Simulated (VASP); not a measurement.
**BaNb (L10 type): single point with r2SCAN**

The system is BaNb (L10 type).

```xyz
2
Lattice="3.0684 0.0000 0.0000 0.0000 3.0684 0.0000 0.0000 0.0000 5.7975" Properties=species:S:1:pos:R:3 pbc="T T T"
Ba    0.0000    0.0000    0.0000
Nb    1.5342    1.5342    2.8988
```

- Program: VASP 6.6.1
- Task: single point
- Functional: r2SCAN
- Potentials or basis: VASP PAW PBE potentials, release 64 (Ba_sv, Nb_sv)
- Cutoff: 520 eV
- k mesh: 9 × 9 × 7
- Occupations: fermi-dirac, width 0.05 eV
- Spin: no spin polarisation

```
Pressure               : 1.8 GPa
Band gap on the k mesh : zero (an odd number of electrons rules out a gap without spin polarisation)
```

Stress tensor (GPa, compression positive):
```
2.13 0.00 0.00
0.00 2.13 0.00
0.00 0.00 1.20
```

Levels at points of the mesh, in eV from the Fermi level:
```tsv
k point	band 7	band 8	band 9	band 10	band 11	band 12	band 13	band 14	band 15	band 16
(0.00, 0.00, 0.00)	-12.11	-12.11	-4.53	-1.81	-1.45	0.39	1.65	2.04	2.04	2.92
```

Wall time 2.5 min on 1 thread of Intel(R) Xeon(R) Platinum 8259CL CPU @ 2.50GHz (Skylake/Cascade Lake) (shared host), peak memory 0.21 GiB.

Caveat: the PAW data sets were made with another functional, which shifts forces and pressure a little; spin-orbit coupling is left out, which moves the levels of the heavy elements.
